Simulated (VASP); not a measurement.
# CuI2 (P-3m1) in VASP: further runs

The runs below take CuI2 through single point, with PBE, PBEsol.

Everything below comes from runs of VASP 6.6.1. Logs are shortened: lines on timing, memory, paths and dates and some standing lists are left out, and cuts for length are marked.

## Step 1: The cell of the first run

The structure is trigonal, space group P-3m1 (No. 164). Conventional cell: a = 3.938 Å, b = 3.938 Å, c = 7.639 Å, α = 90.00°, β = 90.00°, γ = 120.00°. Cu (site symmetry -3m) has 6 I at 2.78 Å within 3.7 Å. Within 3.7 Å of I (site symmetry 3m) lie 3 Cu at 2.78 Å.

## Step 2: Single point, PBE, collinear spin

Contents of INCAR:

```
SYSTEM = CuI2
ALGO = Normal
EDIFF = 1E-7
ENCUT = 520
GGA = PE
ISIF = 2
ISMEAR = 0
ISPIN = 2
LASPH = .TRUE.
LCHARG = .FALSE.
LMAXMIX = 4
LORBIT = 11
LREAL = .FALSE.
LWAVE = .FALSE.
MAGMOM = 0.15 0 0
NBANDS = 24
NELM = 150
PREC = Accurate
SIGMA = 0.05
```

Contents of KPOINTS:

```
k-points
0
G
  10 10 6
  0 0 0
```

Contents of POSCAR:

```
CuI2
1.0
    3.9381874456      0.0000000000      0.0000000000
   -1.9690937228      3.4105703727      0.0000000000
    0.0000000000      0.0000000000      7.6389899943
Cu I
1 2
Direct
    0.0000000000      0.0000000000      0.0000000000
    0.3333333333      0.6666666667      0.2097196765
    0.6666666667      0.3333333333      0.7902803235
```

Potentials or basis: VASP PAW PBE potentials, release 64 (Cu, I).

The run is started by

```console
> cat potpaw_PBE.64/Cu/POTCAR potpaw_PBE.64/I/POTCAR > POTCAR
> mpirun -np 1 vasp_std > vasp.out
```

OUTCAR:

```text
SYSTEM = CuI2
   EDIFF = 1E-7
   ENCUT = 520
   GGA = PE
   ISIF = 2
   ISMEAR = 0
   ISPIN = 2
   LASPH = .TRUE.
   LORBIT = 11
   LREAL = .FALSE.
   NELM = 150
   PREC = Accurate

 ion  position               nearest neighbor table
   1  0.000  0.000  0.000-   2 2.78   3 2.78   2 2.78   3 2.78   3 2.78   2 2.78
   2  0.333  0.667  0.210-   1 2.78   1 2.78   1 2.78
   3  0.667  0.333  0.790-   1 2.78   1 2.78   1 2.78

  LATTYP: Found a hexagonal cell.
 ALAT       =     3.9381874456
 C/A-ratio  =     1.9397222961

  Lattice vectors:

 A1 = (   3.9381874456,   0.0000000000,   0.0000000000)
 A2 = (  -1.9690937228,   3.4105703727,   0.0000000000)
 A3 = (   0.0000000000,   0.0000000000,   7.6389899943)

Analysis of symmetry for initial positions (statically):
=====================================================================
 Subroutine PRICEL returns:
 Original cell was already a primitive cell.

 Routine SETGRP: Setting up the symmetry group for a
 hexagonal supercell.

 Subroutine GETGRP returns: Found 12 space group operations
 (whereof 12 operations were pure point group operations)
 out of a pool of 24 trial point group operations.

The static configuration has the point symmetry D_3d.

Analysis of symmetry for dynamics (positions and initial velocities):
=====================================================================
 Subroutine PRICEL returns:
 Original cell was already a primitive cell.

 Routine SETGRP: Setting up the symmetry group for a
 hexagonal supercell.

 Subroutine GETGRP returns: Found 12 space group operations
 (whereof 12 operations were pure point group operations)
 out of a pool of 24 trial point group operations.

The dynamic configuration has the point symmetry D_3d.

Analysis of structural, dynamic, and magnetic symmetry:
=====================================================================
 Subroutine PRICEL returns:
 Original cell was already a primitive cell.

 Routine SETGRP: Setting up the symmetry group for a
 hexagonal supercell.

 Subroutine GETGRP returns: Found 12 space group operations
 (whereof 12 operations were pure point group operations)
 out of a pool of 24 trial point group operations.

The overall configuration has the point symmetry D_3d.

 Subroutine INISYM returns: Found 12 space group operations
 (whereof 12 operations are pure point group operations),
 and found     1 'primitive' translations

----------------------------------------------------------------------------------------
[... 120 lines left out ...]
   GGA     = PE    functional components
   LHFCALC =     F    Hartree Fock is set to
   AEXX    =    0.0000 exact exchange contribution
   IVDW    =     0    specifies the selected vdW correction
   LEPSILON=     F    determine dielectric tensor
   LRPA    =     F    only Hartree local field effects (RPA)
 spin polarized calculation
 Gauss-broadening in eV      SIGMA  =   0.05
  energy-cutoff  :      520.00
  volume of cell :      102.60
 maximum number of plane-waves:      2800
 NGX is ok and might be reduce to    30
   NGX = 15   NGY = 15   NGZ = 29

 number of electron      24.9999993 magnetization       0.3408675

 Free energy of the ion-electron system (eV)
  ---------------------------------------------------
  ext. energy  EPLUGINS =         0.00000000
  ---------------------------------------------------
  free energy    TOTEN  =        -6.88330680 eV

  energy without entropy =       -6.87660965  energy(sigma->0) =       -6.87995822

 E-fermi :   2.8435     XC(G=0):  -8.2699

 val. band max:        2.8434910578   @ k =   0.5000   0.0000   0.5000
 cond. band min:       2.8438827387   @ k =  -0.1000   0.5000   0.1667
 fundamental gap:      0.0003916809
 Fermi energy:         2.8435361155

 spin component 1

 k-point     1 :       0.0000    0.0000    0.0000
  band No.  band energies     occupation
      1     -10.2660      1.00000
      2      -9.5327      1.00000
      3      -1.5751      1.00000
      4      -0.0124      1.00000
      5      -0.0124      1.00000
      6       0.8106      1.00000
[... 637 lines left out ...]
     23      14.9115      0.00000
     24      16.1076      0.00000

 [... further k-points ...]

 spin component 2

 k-point     1 :       0.0000    0.0000    0.0000
  band No.  band energies     occupation
      1     -10.1974      1.00000
      2      -9.4561      1.00000
      3      -1.5309      1.00000
      4       0.1341      1.00000
      5       0.1341      1.00000
      6       0.9029      1.00000
[... 637 lines left out ...]
     23      14.9634      0.00000
     24      16.1487      0.00000

 [... further k-points ...]

------------------------ aborting loop because EDIFF is reached ----------------------------------------

  FORCE on cell =-STRESS in cart. coord.  units (eV):
  Direction    XX          YY          ZZ          XY          YZ          ZX
  --------------------------------------------------------------------------------------
  -------------------------------------------------------------------------------------
  Total       -0.0090677     -0.0090677      0.0217059      0.0000000      0.0000000      0.0000000
  in kB       -0.1415958     -0.1415958      0.3389449      0.0000000      0.0000000      0.0000000
  external PRESSURE =       0.0185844 kB  Pullay stress =       0.0000000 kB

 VOLUME and BASIS-vectors are now :
 -----------------------------------------------------------------------------
  energy-cutoff  :      520.00
  volume of cell :      102.60
      direct lattice vectors                 reciprocal lattice vectors
     3.938187446  0.000000000  0.000000000     0.253923922  0.146603044  0.000000000
    -1.969093723  3.410570373  0.000000000     0.000000000  0.293206089  0.000000000
     0.000000000  0.000000000  7.638989994     0.000000000  0.000000000  0.130907358

 POSITION                                       TOTAL-FORCE (eV/Angst)
 -----------------------------------------------------------------------------------
      0.00000      0.00000      0.00000        -0.000000      0.000000      0.000000
     -0.00000      2.27371      1.60205         0.000000     -0.000000      0.008041
      1.96909      1.13686      6.03694        -0.000000      0.000000     -0.008041
 -----------------------------------------------------------------------------------
    total drift:                               -0.000000      0.000000      0.000000

  FREE ENERGIE OF THE ION-ELECTRON SYSTEM (eV)
  ---------------------------------------------------
  free  energy   TOTEN  =        -6.8833067967 eV

  energy  without entropy=       -6.8766096516  energy(sigma->0) =       -6.87995822

 total charge

# of ion       s       p       d       tot
------------------------------------------
    1        0.314   0.257   9.206   9.777
    2        1.521   2.710   0.026   4.257
    3        1.521   2.710   0.026   4.257
--------------------------------------------------
tot          3.356   5.677   9.258  18.291

 magnetization (x)

# of ion       s       p       d       tot
------------------------------------------
    1       -0.002  -0.001   0.125   0.121
    2        0.003   0.074   0.000   0.077
    3        0.003   0.074   0.000   0.077
--------------------------------------------------
tot          0.004   0.146   0.125   0.275
```

stdout:

```text
POSCAR found type information on POSCAR CuI
 POSCAR found :  2 types and       3 ions
 scaLAPACK will be used
 LDA part: xc-table for (Slater+PW92), standard interpolation
 POSCAR, INCAR and KPOINTS ok, starting setup
 FFT: planning ... GRIDC
 FFT: planning ... GRID_SOFT
 FFT: planning ... GRID
 WAVECAR not read
 entering main loop
```

Wall time 3.5 min (1 thread of AMD EPYC 9R45 (Zen 5), shared host); peak memory 0.41 GiB.

What came out:

```
Free energy                                           : -6.8833 eV
Pressure                                              : 0.0 GPa
Largest force                                         : 0.008 eV/Å
Net moment                                            : 0.34 μB per cell
Site moments                                          : Cu +0.12; I +0.08 μB
Valence electrons inside the program's atomic spheres : Cu 9.78; I 4.26
```

Forces in eV/Å, atoms in the order of the input:
```
Cu   0.000  0.000  0.000
I    0.000  0.000  0.008
I    0.000  0.000 -0.008
```

Levels at points of the mesh, in eV from the Fermi level:
Spin up:
```csv
k point,band 9,band 10,band 11,band 12,band 13,band 14,band 15,band 16,band 17,band 18
"(0.00, 0.00, 0.00)",-1.07,-0.44,-0.44,0.31,0.31,3.47,4.86,6.66,6.66,6.86
"(0.50, 0.00, 0.00)",-1.89,-1.86,-1.80,-0.23,0.05,2.93,5.14,5.88,7.02,7.25
"(0.00, 0.00, 0.50)",-1.76,-0.45,-0.45,0.33,0.33,4.48,4.88,6.56,6.61,6.61
"(0.50, 0.00, 0.50)",-1.89,-1.83,-1.80,-0.18,0.00,2.78,5.07,5.65,6.00,7.58
```
Spin down:
```tsv
k point	band 8	band 9	band 10	band 11	band 12	band 13	band 14	band 15	band 16	band 17
(0.00, 0.00, 0.00)	-1.78	-1.01	-0.35	-0.35	0.44	0.44	3.50	4.88	6.68	6.68
(0.50, 0.00, 0.00)	-1.94	-1.81	-1.79	-1.72	-0.11	0.19	2.97	5.17	5.92	7.06
(0.00, 0.00, 0.50)	-1.73	-1.70	-0.37	-0.37	0.46	0.46	4.51	4.90	6.59	6.63
(0.50, 0.00, 0.50)	-1.95	-1.81	-1.76	-1.72	-0.05	0.14	2.82	5.11	5.68	6.04
```

Caveat: a moment this small can come from the mesh or the smearing; spin-orbit coupling is left out, which moves the levels of the heavy elements; this functional lacks dispersion, which binds layers or chains, so the pressure and a relaxed spacing across them are unreliable.

## Step 3: Single point, PBEsol, collinear spin

Contents of INCAR:

```
SYSTEM = CuI2
PREC     = Accurate       ! precision mode
ENCUT    = 520            ! plane-wave cutoff, eV
EDIFF    = 1E-7           ! SCF threshold, eV
ISMEAR   = 0              ! smearing method
SIGMA    = 0.05           ! smearing width, eV
LREAL    = .FALSE.        ! projectors in reciprocal space
LASPH    = .TRUE.         ! aspherical terms in the spheres
NELM     = 150            ! most SCF steps
ALGO     = Normal         ! electronic algorithm
ISIF     = 2              ! what is computed and relaxed
LWAVE    = .FALSE.        ! write WAVECAR
LCHARG   = .TRUE.         ! write CHGCAR
ISPIN    = 2              ! spin polarisation
MAGMOM   = 0.15 0 0       ! initial moments
LORBIT   = 11             ! projections on sites
LMAXMIX  = 4              ! l up to which the mixer works
GGA      = PS             ! functional
LELF     = .TRUE.         ! ELF
LVHAR    = .TRUE.       
NBANDS   = 24             ! bands
```

Contents of KPOINTS:

```
regular mesh
0
G
  10 10 6
  0 0 0
```

POSCAR is that of step 2.

Potentials or basis: VASP PAW PBE potentials, release 64 (Cu, I).

The run is started by

```console
> cat potpaw_PBE.64/Cu/POTCAR potpaw_PBE.64/I/POTCAR > POTCAR
> mpirun -np 1 vasp_std > vasp.out
```

OUTCAR:

```text
SYSTEM = CuI2
   PREC = Accurate
   ENCUT = 520
   EDIFF = 1E-7
   ISMEAR = 0
   LREAL = .FALSE.
   LASPH = .TRUE.
   NELM = 150
   ISIF = 2
   ISPIN = 2
   LORBIT = 11
   GGA = PS

 ion  position               nearest neighbor table
   1  0.000  0.000  0.000-   2 2.78   3 2.78   2 2.78   3 2.78   3 2.78   2 2.78
   2  0.333  0.667  0.210-   1 2.78   1 2.78   1 2.78
   3  0.667  0.333  0.790-   1 2.78   1 2.78   1 2.78

  LATTYP: Found a hexagonal cell.
 ALAT       =     3.9381874456
 C/A-ratio  =     1.9397222961

  Lattice vectors:

 A1 = (   3.9381874456,   0.0000000000,   0.0000000000)
 A2 = (  -1.9690937228,   3.4105703727,   0.0000000000)
 A3 = (   0.0000000000,   0.0000000000,   7.6389899943)

Analysis of symmetry for initial positions (statically):
=====================================================================
 Subroutine PRICEL returns:
 Original cell was already a primitive cell.

 Routine SETGRP: Setting up the symmetry group for a
[... 1493 lines left out ...]

 [... further k-points ...]

------------------------ aborting loop because EDIFF is reached ----------------------------------------

  FORCE on cell =-STRESS in cart. coord.  units (eV):
  Direction    XX          YY          ZZ          XY          YZ          ZX
  --------------------------------------------------------------------------------------
  -------------------------------------------------------------------------------------
  Total       -1.5546693     -1.5546693     -1.1614615      0.0000000      0.0000000     -0.0000000
  in kB      -24.2766791    -24.2766791    -18.1366083      0.0000000      0.0000000     -0.0000000
  external PRESSURE =     -22.2299888 kB  Pullay stress =       0.0000000 kB

 VOLUME and BASIS-vectors are now :
 -----------------------------------------------------------------------------
  energy-cutoff  :      520.00
  volume of cell :      102.60
      direct lattice vectors                 reciprocal lattice vectors
     3.938187446  0.000000000  0.000000000     0.253923922  0.146603044  0.000000000
    -1.969093723  3.410570373  0.000000000     0.000000000  0.293206089  0.000000000
     0.000000000  0.000000000  7.638989994     0.000000000  0.000000000  0.130907358

 POSITION                                       TOTAL-FORCE (eV/Angst)
 -----------------------------------------------------------------------------------
      0.00000      0.00000      0.00000        -0.000000     -0.000000     -0.000000
     -0.00000      2.27371      1.60205         0.000000     -0.000000     -0.298067
      1.96909      1.13686      6.03694        -0.000000      0.000000      0.298067
 -----------------------------------------------------------------------------------
    total drift:                               -0.000000      0.000000      0.000000

  FREE ENERGIE OF THE ION-ELECTRON SYSTEM (eV)
  ---------------------------------------------------
  free  energy   TOTEN  =        -7.8742559018 eV

  energy  without entropy=       -7.8675734249  energy(sigma->0) =       -7.87091466

 total charge

# of ion       s       p       d       tot
------------------------------------------
    1        0.317   0.260   9.203   9.780
    2        1.519   2.691   0.026   4.237
    3        1.519   2.691   0.026   4.237
--------------------------------------------------
tot          3.356   5.642   9.255  18.253

 magnetization (x)

# of ion       s       p       d       tot
------------------------------------------
    1       -0.001  -0.001   0.097   0.095
    2        0.002   0.058   0.000   0.060
    3        0.002   0.058   0.000   0.060
--------------------------------------------------
tot          0.003   0.114   0.097   0.215
```

Run time: 3.8 min. Hardware: 1 thread of AMD EPYC 9R45 (Zen 5), shared host; peak memory 0.41 GiB.

What came out:

```
Free energy                                           : -7.8743 eV
Pressure                                              : -2.2 GPa
Largest force                                         : 0.298 eV/Å
Net moment                                            : 0.27 μB per cell
Site moments                                          : Cu +0.10; I +0.06 μB
Valence electrons inside the program's atomic spheres : Cu 9.78; I 4.24
```

Forces on the atoms (eV/Å):
```
Cu   0.000  0.000  0.000
I    0.000  0.000 -0.298
I    0.000  0.000  0.298
```

Stress tensor (GPa, compression positive):
```
-2.43  0.00  0.00
 0.00 -2.43  0.00
 0.00  0.00 -1.81
```

Levels at points of the mesh, in eV from the Fermi level:
Spin up:
```
           k point  band 9  band 10  band 11  band 12  band 13  band 14  band 15  band 16
(0.00, 0.00, 0.00)   -1.05    -0.41    -0.41     0.34     0.34     3.38     4.75     6.61
(0.50, 0.00, 0.00)   -1.87    -1.86    -1.78    -0.21     0.08     2.89     5.05     5.80
(0.00, 0.00, 0.50)   -1.75    -0.43    -0.43     0.36     0.36     4.40     4.76     6.49
(0.50, 0.00, 0.50)   -1.87    -1.82    -1.78    -0.15     0.03     2.73     4.99     5.58
```
Spin down:
```
           k point  band 8  band 9  band 10  band 11  band 12  band 13  band 14  band 15  band 16  band 17
(0.00, 0.00, 0.00)   -1.77   -1.00    -0.35    -0.35     0.44     0.44     3.41     4.77     6.63     6.63
(0.50, 0.00, 0.00)   -1.94   -1.80    -1.80    -1.71    -0.12     0.18     2.92     5.08     5.84     7.00
(0.00, 0.00, 0.50)   -1.72   -1.71    -0.37    -0.37     0.46     0.46     4.43     4.78     6.52     6.59
(0.50, 0.00, 0.50)   -1.95   -1.80    -1.77    -1.72    -0.05     0.13     2.76     5.02     5.61     5.97
```

Caveat: a moment this small can come from the mesh or the smearing; the PAW data sets were made with another functional, which shifts forces and pressure a little; spin-orbit coupling is left out, which moves the levels of the heavy elements; this functional lacks dispersion, which binds layers or chains, so the pressure and a relaxed spacing across them are unreliable.
